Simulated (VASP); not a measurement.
# Si8C7 (a cell with a defect) in VASP: further runs, part 3 of 3

VASP 6.6.1.

## (5) Relaxation of the atoms, PBE

INCAR reads:

```
SYSTEM = Si8C7
ALGO = Normal ; EDIFF = 1E-7
EDIFFG = -0.03 ; ENCUT = 520
GGA = PE ; GGA_COMPAT = .FALSE.
IBRION = 2 ; ISIF = 2
ISMEAR = 0 ; LASPH = .TRUE.
LCHARG = .FALSE. ; LREAL = .FALSE.
LWAVE = .FALSE. ; NELECT = 62.0
NELM = 120 ; NELMIN = 4
NSW = 80 ; PREC = Accurate
SIGMA = 0.02
```

KPOINTS reads:

```
k-points
0
G
  2 2 2
  0 0 0
```

POSCAR reads:

```
Si8C7
1.0
   -3.0760000000     -5.3277880000      0.0000000000
    4.6140000000     -2.6638940000      0.0000000000
    0.0000000000      0.0000000000      5.0480000000
Si C
8 7
Direct
    0.4942084000      0.6762890000      0.0007440000
    0.4988528000      0.3205713000      0.5095841000
    0.2500869000      0.1658923000      0.0151720000
    0.2428515000      0.8274338000      0.5040510000
    0.0025908000      0.6639280000      0.0065746000
    0.0075845000      0.3362985000      0.5073004000
    0.7484291000      0.1668090000     -0.0065763000
    0.7467901000      0.8370483000      0.5001525000
    0.4943134000      0.6746477000      0.3747154000
    0.4981020000      0.3317278000      0.8781087000
    0.2479988000      0.1671594000      0.3694580000
    0.2557608000      0.8441471000      0.8736157000
    0.0009186000      0.6653563000      0.3796032000
    0.7422350000      0.1695011000      0.3759453000
    0.7586171000      0.8272280000      0.8862288000
```

Started as:

```console
cat potpaw_PBE.64/Si/POTCAR potpaw_PBE.64/C/POTCAR > POTCAR
mpirun -np 1 vasp_std > vasp.out
```

Wall time 4.7 min (1 thread of Intel Xeon 6975P-C (Granite Rapids), shared host); peak memory 0.28 GiB.

Results (log left out):

```yaml
Free_energy: -87.9516 eV
Energy_gained_by_relaxing: 83.9 meV/atom
Ionic_steps: 18
Largest_force_after_relaxing: 0.024 eV/Å
```

Forces on the atoms (eV/Å):
```
Si  -0.005  0.005 -0.005
Si   0.021 -0.008 -0.008
Si  -0.005  0.001 -0.003
Si   0.000 -0.006  0.002
Si   0.008  0.018  0.005
Si   0.006 -0.001 -0.001
Si  -0.007 -0.002  0.001
Si   0.017  0.000  0.011
C    0.008 -0.009 -0.010
C    0.000  0.003 -0.008
C   -0.005 -0.002  0.002
C   -0.019  0.009  0.005
C    0.005 -0.010  0.002
C   -0.007 -0.007  0.001
C   -0.018  0.008  0.006
```

The path:
```csv
step,energy change (eV),largest force (eV/Å),pressure (GPa)
1,0.0000,2.7167,27.91
2,-0.8013,1.5349,25.46
3,-0.8237,1.3894,25.56
4,-1.0688,0.5575,23.83
5,-1.0801,0.6451,23.50
6,-1.1669,0.4493,22.92
7,-1.1770,0.4621,22.69
8,-1.2259,0.3376,22.29
9,-1.2276,0.3456,22.23
10,-1.2439,0.1827,22.25
11,-1.2443,0.2028,22.26
12,-1.2510,0.1504,22.31
13,-1.2532,0.1375,22.36
14,-1.2565,0.0671,22.34
15,-1.2565,0.0779,22.34
16,-1.2574,0.0339,22.30
17,-1.2574,0.0405,22.30
18,-1.2578,0.0238,22.28
```

Final structure:
```
CELL_PARAMETERS angstrom
-3.07600 -5.32779 0.00000
4.61400 -2.66389 0.00000
0.00000 0.00000 5.04800
ATOMIC_POSITIONS crystal
Si 0.49946 0.66680 0.99991
Si 0.49916 0.33062 0.50763
Si 0.21243 0.17868 0.00494
Si 0.24615 0.83752 0.49958
Si 0.00043 0.62857 0.97871
Si 0.99895 0.34900 0.53445
Si 0.78514 0.17693 0.00458
Si 0.75229 0.83715 0.49936
C 0.49912 0.66895 0.37698
C 0.49981 0.33155 0.88380
C 0.24945 0.16997 0.38543
C 0.24506 0.82868 0.87575
C 0.99923 0.67252 0.36289
C 0.74852 0.16961 0.38509
C 0.75414 0.82749 0.87559
```

Levels at points of the mesh, in eV from the Fermi level:
| k point | band 27 | band 28 | band 29 | band 30 | band 31 | band 32 | band 33 | band 34 | band 35 | band 36 |
| --- | --- | --- | --- | --- | --- | --- | --- | --- | --- | --- |
| (0.00, 0.00, 0.00) | -2.88 | -2.55 | -2.21 | -0.35 | 0.53 | 0.99 | 1.04 | 1.56 | 1.58 | 2.91 |
| (0.50, 0.00, 0.00) | -2.71 | -2.52 | -2.37 | -1.12 | -0.39 | 0.15 | 0.84 | 1.24 | 3.87 | 3.93 |
| (0.00, 0.50, 0.00) | -2.69 | -2.67 | -2.27 | -0.67 | -0.09 | 0.79 | 1.21 | 1.58 | 2.09 | 2.43 |
| (0.50, 0.50, 0.00) | -3.33 | -3.04 | -3.00 | -0.54 | -0.45 | -0.37 | 2.39 | 2.61 | 2.93 | 3.16 |
| (0.00, 0.00, 0.50) | -3.17 | -2.49 | -2.42 | -0.41 | 0.24 | 1.10 | 1.36 | 1.96 | 2.95 | 3.07 |
| (0.50, 0.00, 0.50) | -3.55 | -3.20 | -3.19 | -1.18 | -0.58 | 0.10 | 2.60 | 2.97 | 3.14 | 3.59 |
| (0.00, 0.50, 0.50) | -3.56 | -3.29 | -3.23 | -0.94 | -0.39 | 0.51 | 1.24 | 1.47 | 1.99 | 2.02 |
| (0.50, 0.50, 0.50) | -4.01 | -3.78 | -3.63 | -1.32 | -1.10 | -0.70 | 2.68 | 2.70 | 2.93 | 2.99 |

Caveat: the k points lie up to 0.62 Å⁻¹ apart; the cell carries a net charge on a neutralising background, which shifts energy and pressure; the cell is charged against a uniform background, so pressure and absolute levels hang on convention.

## (6) Relaxation of the atoms, PBE

INCAR reads:

```
PREC = Accurate
ENCUT = 520
EDIFF = 1E-7
ISMEAR = 0
SIGMA = 0.02
LREAL = False
LASPH = True
NELM = 120
ALGO = Normal
ISIF = 2
LWAVE = False
LCHARG = False
GGA = PE
IBRION = 2
NSW = 80
EDIFFG = -0.03
NELECT = 62.0
GGA_COMPAT = False
NELMIN = 4
```

KPOINTS reads:

```
Automatic mesh
0
Gamma
  2 2 2
```

POSCAR reads:

```
Si8C7
1.0
   -3.0760000000     -5.3277880000      0.0000000000
    4.6140000000     -2.6638940000      0.0000000000
    0.0000000000      0.0000000000      5.0480000000
Si C
8 7
Direct
    0.5000000300      0.6666666900      0.0000000000
    0.5000000300      0.3333333500      0.5000000000
    0.2500000100      0.1666666800      0.0000000000
    0.2500000300      0.8333333500      0.5000000000
    0.0000000100      0.6666666800      0.0000000000
    0.0000000100      0.3333333400      0.5000000000
    0.7500000300      0.1666666900      0.0000000000
    0.7500000500      0.8333333600      0.5000000000
    0.5000000300      0.6666666900      0.3750000000
    0.0000000100      0.3333333400      0.8750000000
    0.2500000100      0.1666666800      0.3750000000
    0.2500000300      0.8333333500      0.8750000000
    0.0000000100      0.6666666800      0.3750000000
    0.7500000300      0.1666666900      0.3750000000
    0.7500000500      0.8333333600      0.8750000000
```

Potentials or basis: VASP PAW PBE potentials, release 64 (Si, C).

Started as:

```console
cat potpaw_PBE.64/Si/POTCAR potpaw_PBE.64/C/POTCAR > POTCAR
mpirun -np 1 vasp_std > vasp.out
```

It took 4.4 min on 1 thread of Intel Xeon 6975P-C (Granite Rapids), shared host; peak memory 0.27 GiB.

The run converged. Its results:

```yaml
Free_energy: -87.9518 eV
Energy_gained_by_relaxing: 57.7 meV/atom
Ionic_steps: 18
Largest_force_after_relaxing: 0.013 eV/Å
```

Forces in eV/Å, atoms in the order of the input:
```
Si   0.002 -0.001 -0.002
Si  -0.002  0.001 -0.004
Si  -0.007 -0.002  0.005
Si   0.007 -0.003  0.002
Si  -0.011  0.006 -0.004
Si   0.010 -0.006 -0.001
Si  -0.002  0.007  0.005
Si   0.007 -0.005  0.002
C    0.007 -0.004  0.008
C   -0.004  0.003 -0.010
C    0.000  0.004  0.000
C   -0.007  0.000  0.000
C    0.006 -0.004 -0.003
C   -0.004 -0.002  0.000
C   -0.004  0.006  0.000
```

Step by step:
| step | energy change (eV) | largest force (eV/Å) | pressure (GPa) |
| --- | --- | --- | --- |
| 1 | 0.0000 | 1.9004 | 27.18 |
| 2 | -0.5000 | 0.8812 | 25.43 |
| 3 | -0.5030 | 0.8348 | 25.35 |
| 4 | -0.7103 | 0.5301 | 23.56 |
| 5 | -0.7272 | 0.6773 | 23.06 |
| 6 | -0.8206 | 0.3823 | 22.49 |
| 7 | -0.8290 | 0.3926 | 22.33 |
| 8 | -0.8487 | 0.2462 | 22.31 |
| 9 | -0.8496 | 0.2158 | 22.30 |
| 10 | -0.8581 | 0.1830 | 22.29 |
| 11 | -0.8596 | 0.1611 | 22.28 |
| 12 | -0.8634 | 0.0953 | 22.28 |
| 13 | -0.8634 | 0.0860 | 22.28 |
| 14 | -0.8645 | 0.0374 | 22.28 |
| 15 | -0.8645 | 0.0384 | 22.28 |
| 16 | -0.8649 | 0.0302 | 22.27 |
| 17 | -0.8649 | 0.0312 | 22.27 |
| 18 | -0.8650 | 0.0130 | 22.27 |

Final structure:
```xyz
15
Lattice="-3.0760 -5.3278 0.0000 4.6140 -2.6639 0.0000 0.0000 0.0000 5.0480" Properties=species:S:1:pos:R:3 pbc="T T T"
Si    1.3587   -4.3363    4.9245
Si    0.0711   -3.5929    2.6813
Si   -0.0629   -1.9971    0.0068
Si    3.0833   -3.5777    2.5050
Si    3.0741   -1.7748    5.0309
Si    1.5241   -0.8800    2.5451
Si   -1.3779   -4.2747    0.0068
Si    1.5640   -6.2091    2.5050
C     1.5636   -4.4546    1.8150
C     1.5272   -0.8818    4.4446
C     0.0139   -1.7810    1.9282
C     3.0342   -3.5599    4.4039
C     3.0850   -1.7811    1.8859
C    -1.5266   -4.4493    1.9282
C     1.5241   -6.1755    4.4039
```

Levels at points of the mesh, in eV from the Fermi level:
| k point | band 29 | band 30 | band 31 | band 32 | band 33 | band 34 |
| --- | --- | --- | --- | --- | --- | --- |
| (0.00, 0.00, 0.00) | -2.21 | -0.35 | 0.53 | 0.98 | 1.04 | 1.56 |
| (0.50, 0.00, 0.00) | -2.38 | -1.13 | -0.39 | 0.15 | 0.84 | 1.24 |
| (0.00, 0.50, 0.00) | -2.27 | -0.67 | -0.09 | 0.79 | 1.21 | 1.58 |
| (0.50, 0.50, 0.00) | -3.00 | -0.54 | -0.46 | -0.37 | 2.39 | 2.61 |
| (0.00, 0.00, 0.50) | -2.42 | -0.41 | 0.24 | 1.10 | 1.36 | 1.96 |
| (0.50, 0.00, 0.50) | -3.19 | -1.18 | -0.58 | 0.09 | 2.60 | 2.96 |
| (0.00, 0.50, 0.50) | -3.24 | -0.94 | -0.39 | 0.51 | 1.24 | 1.47 |
| (0.50, 0.50, 0.50) | -3.63 | -1.32 | -1.10 | -0.70 | 2.68 | 2.70 |

Caveat: the k points lie up to 0.62 Å⁻¹ apart; the cell carries a net charge on a neutralising background, which shifts energy and pressure; the cell is charged against a uniform background, so pressure and absolute levels hang on convention.
